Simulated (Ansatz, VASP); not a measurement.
One calculation of Lu, two programs

```xyz
1
Lattice="0.0000 2.4409 2.4409 2.4409 0.0000 2.4409 2.4409 2.4409 0.0000" Properties=species:S:1:pos:R:3 pbc="T T T"
Lu    0.0000    0.0000    0.0000
```

Alike in both runs: functional PBE; k mesh 15 × 15 × 15; occupations fermi-dirac, width 0.1 eV; no spin polarisation.

Ansatz relaxed the structure, and its values are those at the end. VASP's run is a single point on that final structure, the one shown.

|  | VASP | Ansatz |
| --- | --- | --- |
| version | VASP 6.6.1 | Ansatz 0.2.0 |
| potentials or method | VASP PAW PBE potentials, release 64 (Lu) | PAW with Ansatz's default frozen-core files, scalar-relativistic |
| plane-wave cutoff (eV) | 520 | 420 |
| valence electrons in the cell | 25 | 25 |

|  | VASP | Ansatz | Ansatz less VASP |
| --- | --- | --- | --- |
| pressure (GPa) | 0.2 | 0.0 | -0.17 |

The functional is the same, so the differences come from potentials, cutoffs and numerics.

Spin-orbit coupling is off throughout.
